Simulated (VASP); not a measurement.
# Hf (Fd-3m) in VASP: further runs, part 2 of 2

VASP 6.6.1.

## Step 3: Single point, revPBE (volume scaled by 0.92)

INCAR reads:

```
PREC = Accurate
ENCUT = 520
EDIFF = 1E-6
ISMEAR = -1
SIGMA = 0.1
LREAL = F
LASPH = T
NELM = 60
ALGO = Normal
ISIF = 2
LWAVE = F
LCHARG = F
GGA = RE
NBANDS = 17
```

KPOINTS reads:

```
Automatic mesh
0
Gamma
  9 9 9
```

POSCAR reads:

```
Hf
1.0
    0.0000000000      3.2223036254      3.2223036254
    3.2223036254      0.0000000000      3.2223036254
    3.2223036254      3.2223036254      0.0000000000
Hf
2
Direct
    0.1250000000      0.1250000000      0.1250000000
    0.8750000000      0.8750000000      0.8750000000
```

Potentials or basis: VASP PAW PBE potentials, release 64 (Hf_pv).

On the command line:

```
> cat potpaw_PBE.64/Hf_pv/POTCAR > POTCAR
> mpirun -np 1 vasp_std > vasp.out
```

OUTCAR:

```text
PREC = Accurate
   ENCUT = 520
   EDIFF = 1E-6
   ISMEAR = -1
   LREAL = F
   LASPH = T
   NELM = 60
   ISIF = 2
   GGA = RE

 ion  position               nearest neighbor table
   1  0.125  0.125  0.125-   2 2.79   2 2.79   2 2.79   2 2.79
   2  0.875  0.875  0.875-   1 2.79   1 2.79   1 2.79   1 2.79

  LATTYP: Found a face centered cubic cell.
 ALAT       =     6.4446072508

  Lattice vectors:

 A1 = (   0.0000000000,   3.2223036254,   3.2223036254)
 A2 = (   3.2223036254,   0.0000000000,   3.2223036254)
 A3 = (   3.2223036254,   3.2223036254,   0.0000000000)

Analysis of symmetry for initial positions (statically):
=====================================================================
 Subroutine PRICEL returns:
 Original cell was already a primitive cell.

 Routine SETGRP: Setting up the symmetry group for a
 face centered cubic supercell.

 Subroutine GETGRP returns: Found 48 space group operations
[... 155 lines left out ...]
   NGX = 17   NGY = 17   NGZ = 17

 number of electron      19.9999999 magnetization

 Free energy of the ion-electron system (eV)
  ---------------------------------------------------
  ext. energy  EPLUGINS =         0.00000000
  ---------------------------------------------------
  free energy    TOTEN  =       -13.88078784 eV

  energy without entropy =      -13.71729675  energy(sigma->0) =      -13.79904229

 E-fermi :   1.8556     XC(G=0):  -9.2054

 val. band max:        1.8538664747   @ k =   0.4444   0.0000   0.0000
 cond. band min:       1.8677408517   @ k =   0.4444   0.1111   0.0000
 fundamental gap:      0.0138743770
 Fermi energy:         1.8556461411

 k-point     1 :       0.0000    0.0000    0.0000
  band No.  band energies     occupation
      1     -29.1544      2.00000
      2     -29.1544      2.00000
      3     -29.1544      2.00000
      4     -28.4993      2.00000
      5     -28.4993      2.00000
      6     -28.4993      2.00000
[... 457 lines left out ...]
      4     -28.7817      2.00000
      5     -28.3535      2.00000
      6     -28.3535      2.00000
[... 9 lines left out ...]
     16       5.2926      0.00000
     17       7.2728      0.00000

 [... further k-points ...]
[... 5 lines left out ...]
  --------------------------------------------------------------------------------------
  -------------------------------------------------------------------------------------
  Total        0.9618646      0.9618646      0.9618646      0.0000000      0.0000000      0.0000000
  in kB       23.0300654     23.0300654     23.0300654      0.0000000      0.0000000      0.0000000
  external PRESSURE =      23.0300654 kB  Pullay stress =       0.0000000 kB

 VOLUME and BASIS-vectors are now :
 -----------------------------------------------------------------------------
  energy-cutoff  :      520.00
  volume of cell :       66.92
      direct lattice vectors                 reciprocal lattice vectors
     0.000000000  3.222303625  3.222303625    -0.155168494  0.155168494  0.155168494
     3.222303625  0.000000000  3.222303625     0.155168494 -0.155168494  0.155168494
     3.222303625  3.222303625  0.000000000     0.155168494  0.155168494 -0.155168494

 POSITION                                       TOTAL-FORCE (eV/Angst)
 -----------------------------------------------------------------------------------
      0.80558      0.80558      0.80558        -0.000000     -0.000000     -0.000000
      5.63903      5.63903      5.63903         0.000000      0.000000      0.000000
 -----------------------------------------------------------------------------------
    total drift:                                0.000000      0.000000      0.000000

  FREE ENERGIE OF THE ION-ELECTRON SYSTEM (eV)
  ---------------------------------------------------
  free  energy   TOTEN  =       -13.8807878354 eV

  energy  without entropy=      -13.7172967543  energy(sigma->0) =      -13.79904229
```

stdout:

```text
POSCAR found type information on POSCAR Hf
 POSCAR found :  1 types and       2 ions
 scaLAPACK will be used
 -----------------------------------------------------------------------------
|                                                                             |
|                                                                             |
|     You enforced a specific xc type in the INCAR file but a different       |
|     I HOPE YOU KNOW WHAT YOU ARE DOING!                                     |
|                                                                             |
 -----------------------------------------------------------------------------

 LDA part: xc-table for (Slater+PW92), standard interpolation
 POSCAR, INCAR and KPOINTS ok, starting setup
 FFT: planning ... GRIDC
 FFT: planning ... GRID_SOFT
 FFT: planning ... GRID
 WAVECAR not read
 entering main loop
```

Run time: 25 s. Hardware: 1 thread of Intel Xeon Platinum 8375C at 2.90GHz (Ice Lake), shared host; peak memory 0.21 GiB.

Results:

* Free energy: -13.8808 eV
* Pressure: 2.3 GPa
* Band gap on the k mesh: zero (band 10 reaches 2.21 eV, above the bottom of band 11 at 1.55 eV)

Caveat: the PAW data sets were made with another functional, which shifts forces and pressure a little; spin-orbit coupling is left out, which moves the levels of the heavy elements.

## Step 4: Single point, revPBE (volume scaled by 0.96)

INCAR reads:

```
SYSTEM = Hf
ALGO = Normal ; EDIFF = 1E-6
ENCUT = 520 ; GGA = RE
ISIF = 2 ; ISMEAR = -1
LASPH = .TRUE. ; LCHARG = .FALSE.
LREAL = .FALSE. ; LWAVE = .FALSE.
NBANDS = 17 ; NELM = 100
PREC = Accurate ; SIGMA = 0.1
```

KPOINTS reads:

```
k-points
0
G
  9 9 9
  0 0 0
```

POSCAR reads:

```
Hf
1.0
    0.0000000000      3.2683427545      3.2683427545
    3.2683427545      0.0000000000      3.2683427545
    3.2683427545      3.2683427545      0.0000000000
Hf
2
Direct
    0.1250000000      0.1250000000      0.1250000000
    0.8750000000      0.8750000000      0.8750000000
```

Potentials or basis: VASP PAW PBE potentials, release 64 (Hf_pv).

On the command line:

```
> cat potpaw_PBE.64/Hf_pv/POTCAR > POTCAR
> mpirun -np 1 vasp_std > vasp.out
```

OUTCAR:

```text
SYSTEM = Hf
   EDIFF = 1E-6
   ENCUT = 520
   GGA = RE
   ISIF = 2
   ISMEAR = -1
   LASPH = .TRUE.
   LREAL = .FALSE.
   NELM = 100
   PREC = Accurate

 ion  position               nearest neighbor table
   1  0.125  0.125  0.125-   2 2.83   2 2.83   2 2.83   2 2.83
   2  0.875  0.875  0.875-   1 2.83   1 2.83   1 2.83   1 2.83

  LATTYP: Found a face centered cubic cell.
 ALAT       =     6.5366855090

  Lattice vectors:

 A1 = (   0.0000000000,   3.2683427545,   3.2683427545)
 A2 = (   3.2683427545,   0.0000000000,   3.2683427545)
 A3 = (   3.2683427545,   3.2683427545,   0.0000000000)

Analysis of symmetry for initial positions (statically):
=====================================================================
 Subroutine PRICEL returns:
 Original cell was already a primitive cell.

 Routine SETGRP: Setting up the symmetry group for a
 face centered cubic supercell.

 Subroutine GETGRP returns: Found 48 space group operations
 (whereof 12 operations were pure point group operations)
 out of a pool of 48 trial point group operations.

The static configuration has the point symmetry D_3d.
 The point group associated with its full space group is O_h .

Analysis of symmetry for dynamics (positions and initial velocities):
=====================================================================
 Subroutine PRICEL returns:
 Original cell was already a primitive cell.

 Routine SETGRP: Setting up the symmetry group for a
 face centered cubic supercell.

 Subroutine GETGRP returns: Found 48 space group operations
 (whereof 12 operations were pure point group operations)
 out of a pool of 48 trial point group operations.

The dynamic configuration has the point symmetry D_3d.
 The point group associated with its full space group is O_h .

 Subroutine INISYM returns: Found 48 space group operations
 (whereof 12 operations are pure point group operations),
 and found     1 'primitive' translations

----------------------------------------------------------------------------------------

                                     Primitive cell

  volume of cell :      69.8253

  direct lattice vectors                    reciprocal lattice vectors
     0.000000000  3.268342754  3.268342754    -0.152982731  0.152982731  0.152982731
     3.268342754  0.000000000  3.268342754     0.152982731 -0.152982731  0.152982731
     3.268342754  3.268342754  0.000000000     0.152982731  0.152982731 -0.152982731

  length of vectors
     4.622134650  4.622134650  4.622134650     0.264973863  0.264973863  0.264973863

  position of ions in fractional coordinates (direct lattice)
     0.125000000  0.125000000  0.125000000
     0.875000000  0.875000000  0.875000000

  ion indices of the primitive-cell ions
   primitive index   ion index
                 1           1
                 2           2

----------------------------------------------------------------------------------------

 KPOINTS: k-points

Automatic generation of k-mesh.
 Grid dimensions read from file:
 generate k-points for:    9    9    9

 Generating k-lattice:

  Cartesian coordinates                     Fractional coordinates (reciprocal lattice)
    -0.016998081  0.016998081  0.016998081     0.111111111  0.000000000  0.000000000
     0.016998081 -0.016998081  0.016998081     0.000000000  0.111111111  0.000000000
     0.016998081  0.016998081 -0.016998081     0.000000000  0.000000000  0.111111111

  Length of vectors
     0.029441540  0.029441540  0.029441540

  Shift w.r.t. Gamma in fractional coordinates (k-lattice)
     0.000000000  0.000000000  0.000000000

 Subroutine IBZKPT returns following result:
 ===========================================

 Found     35 irreducible k-points:

 Following reciprocal coordinates:
            Coordinates               Weight
  0.000000  0.000000  0.000000      1.000000
  0.111111  0.000000  0.000000      8.000000
  0.222222  0.000000  0.000000      8.000000
  0.333333  0.000000  0.000000      8.000000
  0.444444  0.000000  0.000000      8.000000
  0.111111  0.111111  0.000000      6.000000
[... 16 lines left out ...]
 -0.333333  0.333333  0.000000     12.000000
  0.444444  0.444444  0.000000      6.000000
 [... further k-points ...]
   k-points           NKPTS =     35   k-points in BZ     NKDIM =     35   number of bands    NBANDS=     17
   number of dos      NEDOS =    301   number of ions     NIONS =      2
   total plane-waves  NPLWV =  46656
   dimension x,y,z NGX =    36 NGY =   36 NGZ =   36
   dimension x,y,z NGXF=    72 NGYF=   72 NGZF=   72
   ions per type =               2
   NGX,Y,Z   is equivalent  to a cutoff of  12.95, 12.95, 12.95 a.u.
   NGXF,Y,Z  is equivalent  to a cutoff of  25.90, 25.90, 25.90 a.u.
 SYSTEM =  Hf
   PREC   = accura    normal or accurate (medium, high low for compatibility)
   ISTART =      0    job   : 0-new  1-cont  2-samecut
   ICHARG =      2    charge: 1-file 2-atom 10-const
   ISPIN  =      1    spin polarized calculation?
   LNONCOLLINEAR =      F non collinear calculations
   LSORBIT =      F    spin-orbit coupling
   LASPH  =      T    aspherical Exc in radial PAW
   ENCUT  =  520.0 eV  38.22 Ry    6.18 a.u.   8.59  8.59  8.59*2*pi/ulx,y,z
   NELM   =    100;   NELMIN=  2; NELMDL= -5     # of ELM steps
   EDIFF  = 0.1E-05   stopping-criterion for ELM
   LREAL  =      F    real-space projection
   EDIFFG = 0.1E-04   stopping-criterion for IOM
   NSW    =      0    number of steps for IOM
   IBRION =     -1    ionic relax: 0-MD 1-quasi-New 2-CG
   NFREE  =      0    steps in history (QN), initial steepest desc. (CG)
   ISIF   =      2    stress and relaxation
   ISYM   =      2    0-nonsym 1-usesym 2-fastsym
   POTIM  = 0.5000    time-step for ionic-motion
   TEBEG  =    0.0;   TEEND  =   0.0 temperature during run
   PSTRESS=    0.0 pullay stress
   NELECT =      20.0000    total number of electrons
   NUPDOWN=      -1.0000    fix difference up-down
   EMIN   =  10.00;   EMAX   =-10.00  energy-range for DOS
   EFERMI =   0.00;   METHOD = LEGACY
   ISMEAR =    -1;   SIGMA  =   0.10  broadening in eV -4-tet -1-fermi 0-gaus
   EFERMI_NEDOS =   21; number of points for ismear=-14 and -15
   IALGO  =     38    algorithm
   IMIX   =      4    mixing-type and parameters
     AMIX     =   0.40;   BMIX     =  1.00
     AMIX_MAG =   1.60;   BMIX_MAG =  1.00
  volume/ion in A,a.u.               =      34.91       235.60
  Fermi-wavevector in a.u.,A,eV,Ry     =   1.079147  2.039292 15.844774  1.164558
  Thomas-Fermi vector in A             =   2.215104
   LORBIT       =      0    0 simple, 1 ext, 2 COOP (PROOUT), +10 PAW based schemes
   GGA     = RE    functional components
   LHFCALC =     F    Hartree Fock is set to
   AEXX    =    0.0000 exact exchange contribution
   IVDW    =     0    specifies the selected vdW correction
   LEPSILON=     F    determine dielectric tensor
   LRPA    =     F    only Hartree local field effects (RPA)
 non-spin polarized calculation
  energy-cutoff  :      520.00
  volume of cell :       69.83
 maximum number of plane-waves:      1896
   NGX = 17   NGY = 17   NGZ = 17

 number of electron      20.0000002 magnetization

 Free energy of the ion-electron system (eV)
  ---------------------------------------------------
  ext. energy  EPLUGINS =         0.00000000
  ---------------------------------------------------
  free energy    TOTEN  =       -13.91102793 eV

  energy without entropy =      -13.74342992  energy(sigma->0) =      -13.82722892

 E-fermi :   1.6552     XC(G=0):  -9.0359

 val. band max:        1.6510379799   @ k =  -0.3333   0.1111   0.0000
 cond. band min:       1.6671229318   @ k =   0.2222   0.0000   0.0000
 fundamental gap:      0.0160849519
 Fermi energy:         1.6551717479

 k-point     1 :       0.0000    0.0000    0.0000
  band No.  band energies     occupation
      1     -29.3784      2.00000
      2     -29.3784      2.00000
      3     -29.3784      2.00000
      4     -28.7960      2.00000
      5     -28.7960      2.00000
      6     -28.7960      2.00000
[... 9 lines left out ...]
     16       7.2797      0.00000
     17       7.2797      0.00000

 k-point     2 :       0.1111    0.0000    0.0000
  band No.  band energies     occupation
      1     -29.3863      2.00000
      2     -29.3863      2.00000
      3     -29.3768      2.00000
      4     -28.7990      2.00000
      5     -28.7878      2.00000
      6     -28.7878      2.00000
[... 9 lines left out ...]
     16       7.2344      0.00000
     17       7.2344      0.00000
[... 421 lines left out ...]
 k-point    24 :       0.4444    0.4444    0.0000
  band No.  band energies     occupation
      1     -29.4992      2.00000
      2     -29.4992      2.00000
      3     -29.1469      2.00000
      4     -29.0465      2.00000
      5     -28.6695      2.00000
      6     -28.6695      2.00000
[... 9 lines left out ...]
     16       4.9386      0.00000
     17       6.8531      0.00000

 [... further k-points ...]
[... 5 lines left out ...]
  --------------------------------------------------------------------------------------
  -------------------------------------------------------------------------------------
  Total        0.4328525      0.4328525      0.4328525      0.0000000      0.0000000      0.0000000
  in kB        9.9320233      9.9320233      9.9320233      0.0000000      0.0000000      0.0000000
  external PRESSURE =       9.9320233 kB  Pullay stress =       0.0000000 kB

 VOLUME and BASIS-vectors are now :
 -----------------------------------------------------------------------------
  energy-cutoff  :      520.00
  volume of cell :       69.83
      direct lattice vectors                 reciprocal lattice vectors
     0.000000000  3.268342754  3.268342754    -0.152982731  0.152982731  0.152982731
     3.268342754  0.000000000  3.268342754     0.152982731 -0.152982731  0.152982731
     3.268342754  3.268342754  0.000000000     0.152982731  0.152982731 -0.152982731

 POSITION                                       TOTAL-FORCE (eV/Angst)
 -----------------------------------------------------------------------------------
      0.81709      0.81709      0.81709         0.000000     -0.000000     -0.000000
      5.71960      5.71960      5.71960        -0.000000      0.000000      0.000000
 -----------------------------------------------------------------------------------
    total drift:                                0.000000      0.000000      0.000000

  FREE ENERGIE OF THE ION-ELECTRON SYSTEM (eV)
  ---------------------------------------------------
  free  energy   TOTEN  =       -13.9110279268 eV

  energy  without entropy=      -13.7434299220  energy(sigma->0) =      -13.82722892
```

OSZICAR:

```text
N       E                     dE             d eps       ncg     rms          rms(c)
DAV:   1     0.527101485165E+02    0.52710E+02   -0.10945E+04  1230   0.105E+03
DAV:   2    -0.122092340132E+02   -0.64919E+02   -0.63439E+02  1550   0.231E+02
DAV:   3    -0.142924280952E+02   -0.20832E+01   -0.20285E+01  1588   0.270E+01
DAV:   4    -0.143261397983E+02   -0.33712E-01   -0.33611E-01  1564   0.401E+00
DAV:   5    -0.143268087456E+02   -0.66895E-03   -0.66870E-03  1640   0.477E-01    0.300E+01
DAV:   6    -0.139600108329E+02    0.36680E+00   -0.71380E-01  1304   0.382E+00    0.175E+01
DAV:   7    -0.139236949923E+02    0.36316E-01   -0.51842E-01  1448   0.340E+00    0.178E+00
DAV:   8    -0.139113095566E+02    0.12385E-01   -0.93402E-02  1301   0.134E+00    0.168E-01
DAV:   9    -0.139109921782E+02    0.31738E-03   -0.30303E-03  1527   0.289E-01    0.134E-01
DAV:  10    -0.139110524270E+02   -0.60249E-04   -0.14913E-04  1639   0.715E-02    0.849E-02
DAV:  11    -0.139110275297E+02    0.24897E-04   -0.12402E-04  1400   0.482E-02    0.509E-03
DAV:  12    -0.139110279268E+02   -0.39711E-06   -0.32064E-06  1409   0.114E-02
   1 F= -.13911028E+02 E0= -.13827229E+02  d E =-.167598E+00
```

stdout:

```text
POSCAR found type information on POSCAR Hf
 POSCAR found :  1 types and       2 ions
 scaLAPACK will be used
 -----------------------------------------------------------------------------
|                                                                             |
|                                                                             |
|     You enforced a specific xc type in the INCAR file but a different       |
|     I HOPE YOU KNOW WHAT YOU ARE DOING!                                     |
|                                                                             |
 -----------------------------------------------------------------------------

 LDA part: xc-table for (Slater+PW92), standard interpolation
 POSCAR, INCAR and KPOINTS ok, starting setup
 FFT: planning ... GRIDC
 FFT: planning ... GRID_SOFT
 FFT: planning ... GRID
 WAVECAR not read
 entering main loop
```

It took 26 s on 1 thread of Intel Xeon Platinum 8375C at 2.90GHz (Ice Lake), shared host; peak memory 0.21 GiB.

Results:

```
Free energy            : -13.9110 eV
Pressure               : 1.0 GPa
Band gap on the k mesh : zero (band 10 reaches 2.00 eV, above the bottom of band 11 at 1.41 eV)
```

Levels at points of the mesh, in eV from the Fermi level:
| k point | band 7 | band 8 | band 9 | band 10 | band 11 | band 12 | band 13 | band 14 |
| --- | --- | --- | --- | --- | --- | --- | --- | --- |
| (0.00, 0.00, 0.00) | -5.11 | -0.30 | -0.30 | 0.14 | 0.14 | 0.14 | 2.06 | 2.06 |

Caveat: the PAW data sets were made with another functional, which shifts forces and pressure a little; spin-orbit coupling is left out, which moves the levels of the heavy elements.

## Step 5: Summary

| cell | gap on the mesh (eV) | pressure (GPa) |
| --- | --- | --- |
| a = 4.490 Å, angles 60.0°, 2 atoms | none | 3.8 |
| a = 4.557 Å, angles 60.0°, 2 atoms | none | 2.3 |
| a = 4.622 Å, angles 60.0°, 2 atoms | none | 1.0 |

Alike in all rows: task single point; level revPBE; potentials or basis VASP PAW PBE potentials, release 64 (Hf_pv); no spin polarisation; k mesh 9 × 9 × 9; cutoff (eV) 520; smearing fermi-dirac 0.1 eV.

Caveats: the PAW data sets were made with another functional, which shifts forces and pressure a little; spin-orbit coupling is left out, which moves the levels of the heavy elements.

Total energies depend on the potentials used, so only differences within one code and one set of settings carry meaning.
